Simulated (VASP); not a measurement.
# AlGaN2 (P-4m2) in VASP: further runs, part 2 of 2

VASP 6.6.1. The steps go on from the part before.

### 3 Single point, LDA (strain -0.015 along x and y, +0.030 along z)

File INCAR:

```
SYSTEM = AlGaN2
PREC     = Accurate       ! precision mode
ENCUT    = 520            ! plane-wave cutoff, eV
EDIFF    = 1E-6           ! SCF threshold, eV
ISMEAR   = 0              ! smearing method
SIGMA    = 0.05           ! smearing width, eV
LREAL    = .False.        ! projectors in reciprocal space
LASPH    = .True.         ! aspherical terms in the spheres
NELM     = 100            ! most SCF steps
ALGO     = Normal         ! electronic algorithm
ISIF     = 2              ! what is computed and relaxed
LWAVE    = .False.        ! write WAVECAR
LCHARG   = .False.        ! write CHGCAR
NBANDS   = 21             ! bands
```

File KPOINTS:

```
regular mesh
0
Gamma
  8 8 6
  0 0 0
```

File POSCAR:

```
AlGaN2
1.0
    3.0937638930      0.0000000000      0.0000000000
    0.0000000000      3.0937638930      0.0000000000
    0.0000000000      0.0000000000      4.5565530782
Al Ga N
1 1 2
Direct
    0.5000000000      0.5000000000      0.5000000000
    0.0000000000      0.0000000000      0.0000000000
    0.5000000000      0.0000000000      0.7382648100
    0.0000000000      0.5000000000      0.2617351900
```

Potentials or basis: VASP PAW LDA potentials, release 64 (Al, Ga_d, N).

Run with:

```
$ cat potpaw_LDA.64/Al/POTCAR potpaw_LDA.64/Ga_d/POTCAR potpaw_LDA.64/N/POTCAR > POTCAR
$ mpirun -np 1 vasp_std > vasp.out
```

OUTCAR:

```text
SYSTEM = AlGaN2
   PREC = Accurate
   ENCUT = 520
   EDIFF = 1E-6
   ISMEAR = 0
   LREAL = .False.
   LASPH = .True.
   NELM = 100
   ISIF = 2

 ion  position               nearest neighbor table
   1  0.500  0.500  0.500-   3 1.89   4 1.89   3 1.89   4 1.89
   2  0.000  0.000  0.000-   3 1.95   4 1.95   4 1.95   3 1.95
   3  0.500  0.000  0.738-   1 1.89   1 1.89   2 1.95   2 1.95
   4  0.000  0.500  0.262-   1 1.89   1 1.89   2 1.95   2 1.95

  LATTYP: Found a simple tetragonal cell.
 ALAT       =     3.0937638930
 C/A-ratio  =     1.4728186235

  Lattice vectors:

 A1 = (   3.0937638930,   0.0000000000,   0.0000000000)
 A2 = (   0.0000000000,   3.0937638930,   0.0000000000)
 A3 = (   0.0000000000,   0.0000000000,   4.5565530782)

Analysis of symmetry for initial positions (statically):
=====================================================================
 Subroutine PRICEL returns:
 Original cell was already a primitive cell.

 Routine SETGRP: Setting up the symmetry group for a
 simple tetragonal supercell.

 Subroutine GETGRP returns: Found  8 space group operations
 (whereof  8 operations were pure point group operations)
[... 163 lines left out ...]
  ext. energy  EPLUGINS =         0.00000000
  ---------------------------------------------------
  free energy    TOTEN  =       -30.27641238 eV

  energy without entropy =      -30.27641238  energy(sigma->0) =      -30.27641238

 E-fermi :   5.7341     XC(G=0): -11.7280

 val. band max:        5.4671678952   @ k =   0.0000   0.0000   0.0000
 cond. band min:       8.2641399549   @ k =   0.0000   0.0000   0.0000
 fundamental gap:      2.7969720597
 Fermi energy:         5.7341227044

 k-point     1 :       0.0000    0.0000    0.0000
  band No.  band energies     occupation
      1      -9.9619      2.00000
      2      -8.6572      2.00000
      3      -7.6976      2.00000
      4      -7.6976      2.00000
      5      -7.6584      2.00000
      6      -7.5158      2.00000
[... 565 lines left out ...]
     20      17.4985      0.00000
     21      17.6777      0.00000

 [... further k-points ...]
[... 5 lines left out ...]
  --------------------------------------------------------------------------------------
  -------------------------------------------------------------------------------------
  Total       -0.5031702     -0.5031702     -2.3608985      0.0000000      0.0000000      0.0000000
  in kB      -18.4847985    -18.4847985    -86.7315554      0.0000000      0.0000000      0.0000000
  external PRESSURE =     -41.2337175 kB  Pullay stress =       0.0000000 kB

 VOLUME and BASIS-vectors are now :
 -----------------------------------------------------------------------------
  energy-cutoff  :      520.00
  volume of cell :       43.61
      direct lattice vectors                 reciprocal lattice vectors
     3.093763893  0.000000000  0.000000000     0.323230872  0.000000000  0.000000000
     0.000000000  3.093763893  0.000000000     0.000000000  0.323230872  0.000000000
     0.000000000  0.000000000  4.556553078     0.000000000  0.000000000  0.219464139

 POSITION                                       TOTAL-FORCE (eV/Angst)
 -----------------------------------------------------------------------------------
      1.54688      1.54688      2.27828         0.000000      0.000000     -0.000000
      0.00000      0.00000      0.00000        -0.000000     -0.000000     -0.000000
      1.54688      0.00000      3.36394         0.000000     -0.000000      0.250168
      0.00000      1.54688      1.19261         0.000000     -0.000000     -0.250168
 -----------------------------------------------------------------------------------
    total drift:                                0.000000      0.000000     -0.000000

  FREE ENERGIE OF THE ION-ELECTRON SYSTEM (eV)
  ---------------------------------------------------
  free  energy   TOTEN  =       -30.2764123828 eV

  energy  without entropy=      -30.2764123828  energy(sigma->0) =      -30.27641238
```

Wall time 25 s (1 thread of Intel Xeon 6975P-C, shared host); peak memory 0.18 GiB.

Results:

- Free energy: -30.2764 eV
- Pressure: -4.1 GPa
- Largest force: 0.250 eV/Å
- Band gap on the k mesh: 2.80 eV, direct

Forces in eV/Å, atoms in the order of the input:
```
Al   0.000  0.000  0.000
Ga   0.000  0.000  0.000
N    0.000  0.000  0.250
N    0.000  0.000 -0.250
```

Caveat: the cell differs from its parent crystal (strain -0.015 along x and y, +0.030 along z). A k mesh can miss the band edges.

### 4 Single point, LDA (strain +0.015 along x and y, -0.030 along z)

File INCAR:

```
SYSTEM = AlGaN2
  PREC = Accurate
  ENCUT = 520
  EDIFF = 1E-6
  ISMEAR = 0
  SIGMA = 0.05
  LREAL = .FALSE.
  LASPH = .TRUE.
  NELM = 60
  ALGO = Normal
  ISIF = 2
  LWAVE = .FALSE.
  LCHARG = .TRUE.
  GGA = CA
  LELF = .TRUE.
  LVHAR = .TRUE.
  NBANDS = 21
```

File KPOINTS:

```
Automatic mesh
0
G
  8 8 6
  0 0 0
```

File POSCAR:

```
AlGaN2
1.0
    3.1879902044      0.0000000000      0.0000000000
    0.0000000000      3.1879902044      0.0000000000
    0.0000000000      0.0000000000      4.2911228018
Al Ga N
1 1 2
Direct
    0.5000000000      0.5000000000      0.5000000000
    0.0000000000      0.0000000000      0.0000000000
    0.5000000000      0.0000000000      0.7382648100
    0.0000000000      0.5000000000      0.2617351900
```

Run with:

```
$ cat potpaw_LDA.64/Al/POTCAR potpaw_LDA.64/Ga_d/POTCAR potpaw_LDA.64/N/POTCAR > POTCAR
$ mpirun -np 1 vasp_std > vasp.out
```

Wall time 17 s (1 thread of Intel Xeon 6975P-C (Granite Rapids), shared host); peak memory 0.17 GiB.

It converged, with:

```
Free energy            : -30.2825 eV
Pressure               : -4.3 GPa
Largest force          : 0.083 eV/Å
Band gap on the k mesh : 2.92 eV, direct
```

Forces in eV/Å, atoms in the order of the input:
```
Al   0.000  0.000  0.000
Ga   0.000  0.000  0.000
N    0.000  0.000  0.083
N    0.000  0.000 -0.083
```

Stress tensor (GPa, compression positive):
```
-6.02  0.00  0.00
 0.00 -6.02  0.00
 0.00  0.00 -0.81
```

Levels at points of the mesh, in eV from the valence-band top:
```
           k point  band 10  band 11  band 12  band 13  band 14  band 15  band 16  band 17
(0.00, 0.00, 0.00)    -2.52    -0.07     0.00     0.00     2.92     3.42     7.01    11.17
(0.50, 0.00, 0.00)    -2.73    -2.64    -1.11    -0.84     6.98     7.02     7.67     8.08
(0.50, 0.50, 0.00)    -2.10    -2.10    -2.10    -2.10     3.39     3.39     6.51     8.83
(0.00, 0.00, 0.50)    -1.66    -1.66    -1.11    -1.11     5.31     5.54     7.70     8.80
(0.50, 0.00, 0.50)    -1.08    -0.69    -0.69    -0.36     5.13     6.46     9.12     9.40
(0.50, 0.50, 0.50)    -3.98    -3.23    -3.22    -3.22     6.45     6.45     8.80    10.60
```

Caveat: the cell differs from its parent crystal (strain +0.015 along x and y, -0.030 along z).

### 5 Single point, LDA (strain +0.000 along x and y, +0.015 along z)

File INCAR:

```
SYSTEM = AlGaN2
PREC = Accurate
ENCUT = 520
EDIFF = 1E-6
ISMEAR = 0
SIGMA = 0.05
LREAL = .FALSE.
LASPH = .TRUE.
NELM = 60
ALGO = Normal
ISIF = 2
LWAVE = .FALSE.
LCHARG = .FALSE.
NBANDS = 21
```

File KPOINTS:

```
regular mesh
0
G
  8 8 6
  0 0 0
```

File POSCAR:

```
AlGaN2
1.0
    3.1408770487      0.0000000000      0.0000000000
    0.0000000000      3.1408770487      0.0000000000
    0.0000000000      0.0000000000      4.4901955091
Al Ga N
1 1 2
Direct
    0.5000000000      0.5000000000      0.5000000000
    0.0000000000      0.0000000000      0.0000000000
    0.5000000000      0.0000000000      0.7382648100
    0.0000000000      0.5000000000      0.2617351900
```

Run with:

```
$ cat potpaw_LDA.64/Al/POTCAR potpaw_LDA.64/Ga_d/POTCAR potpaw_LDA.64/N/POTCAR > POTCAR
$ mpirun -np 1 vasp_std > vasp.out
```

Wall time 17 s (1 thread of Intel Xeon 6975P-C (Granite Rapids), shared host); peak memory 0.18 GiB.

The run converged. Its results:

- Free energy: -30.2775 eV
- Pressure: -6.9 GPa
- Largest force: 0.192 eV/Å
- Band gap on the k mesh: 2.74 eV, direct

Forces on the atoms (eV/Å):
```
Al   0.000  0.000  0.000
Ga   0.000  0.000  0.000
N    0.000  0.000  0.192
N    0.000  0.000 -0.192
```

Stress tensor (GPa, compression positive):
```
-6.16  0.00  0.00
 0.00 -6.16  0.00
 0.00  0.00 -8.38
```

Levels at points of the mesh, in eV from the valence-band top:
| k point | band 11 | band 12 | band 13 | band 14 | band 15 | band 16 |
| --- | --- | --- | --- | --- | --- | --- |
| (0.00, 0.00, 0.00) | -0.29 | 0.00 | 0.00 | 2.74 | 3.52 | 7.50 |
| (0.50, 0.00, 0.00) | -2.97 | -0.94 | -0.63 | 6.87 | 7.00 | 7.97 |
| (0.50, 0.50, 0.00) | -2.30 | -2.30 | -2.30 | 3.18 | 3.18 | 5.95 |
| (0.00, 0.00, 0.50) | -1.50 | -0.97 | -0.97 | 5.09 | 5.21 | 7.66 |
| (0.50, 0.00, 0.50) | -0.92 | -0.70 | -0.52 | 4.94 | 6.34 | 8.98 |
| (0.50, 0.50, 0.50) | -3.24 | -3.21 | -3.21 | 5.97 | 5.97 | 8.44 |

Caveat: the cell differs from its parent crystal (strain +0.000 along x and y, +0.015 along z).

### 6 Overview

```tsv
cell	gap on the mesh (eV)	pressure (GPa)	largest force (eV/Å)
a = 3.094, b = 3.094, c = 4.490 Å, 4 atoms	2.93	-1.2	0.23
a = 3.094, b = 3.094, c = 4.557 Å, 4 atoms	2.80	-4.1	0.25
a = 3.188, b = 3.188, c = 4.291 Å, 4 atoms	2.92	-4.3	0.08
a = 3.141, b = 3.141, c = 4.490 Å, 4 atoms	2.74	-6.9	0.19
```

Alike in all rows: task single point; level LDA; potentials or basis VASP PAW LDA potentials, release 64 (Al, Ga_d, N); no spin polarisation; k mesh 8 × 8 × 6; cutoff (eV) 520; smearing gaussian 0.05 eV.

Absolute energies hang on the potentials; compare differences alone.
